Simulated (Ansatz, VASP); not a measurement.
BeTe: VASP beside Ansatz

Contents of INCAR:

```
PREC     = Accurate       # precision mode
ENCUT    = 600            # plane-wave cutoff, eV
EDIFF    = 1E-6           # SCF threshold, eV
ISMEAR   = 0              # smearing method
SIGMA    = 0.5            # smearing width, eV
LREAL    = F              # projectors in reciprocal space
LASPH    = T              # aspherical terms in the spheres
NELM     = 120            # most SCF steps
ALGO     = Normal         # electronic algorithm
ISIF     = 2              # what is computed and relaxed
LWAVE    = F              # write WAVECAR
LCHARG   = T              # write CHGCAR
GGA      = PE             # functional
LELF     = T              # ELF
LVHAR    = T            
NBANDS   = 11             # bands
GGA_COMPAT= F
```

Contents of KPOINTS:

```
regular mesh
0
Gamma
  6 6 6
```

Contents of POSCAR:

```
BeTe
1.0
    0.0000000000      2.6832298771      2.6832298771
    2.6832298771      0.0000000000      2.6832298771
    2.6832298771      2.6832298771      0.0000000000
Be Te
1 1
Direct
    0.0000000000      0.0000000000      0.0000000000
    0.5000000000      0.5000000000      0.5000000000
```

Input for Ansatz:

```yaml
crystal:
  lattice:
    - [0.0, 2.6832298771, 2.6832298771]
    - [2.6832298771, 0.0, 2.6832298771]
    - [2.6832298771, 2.6832298771, 0.0]
  atoms:
    - { symbol: Be, position: [0.0, 0.0, 0.0] }
    - { symbol: Te, position: [0.5, 0.5, 0.5] }
kpoints:
  mp_grid: { grid: [6, 6, 6] }
hamiltonian:
  xc: pbe
scf:
  occupations: { method: gaussian, width: 0.5 }
  n_extra_bands: 4
output:
  forces: true
  stress: true
  eigenvalues: true
```

Alike in both runs: task single point; functional PBE; k mesh 6 × 6 × 6; occupations gaussian, width 0.5 eV; no spin polarisation.

|  | VASP | Ansatz |
| --- | --- | --- |
| version | VASP 6.6.1 | Ansatz 0.2.0 |
| potentials or method | VASP PAW PBE potentials, release 64 (Be, Te) | plane waves |
| plane-wave cutoff (eV) | 600 | 420 |
| valence electrons in the cell | 8 | 18 |

|  | VASP | Ansatz | Ansatz less VASP |
| --- | --- | --- | --- |
| pressure (GPa) | 0.0 | -0.1 | -0.07 |

VASP's potentials hold 8 valence electrons a cell and Ansatz's 18, so a difference there can come from the potentials and not from the codes.

Neither program's run includes spin-orbit coupling.
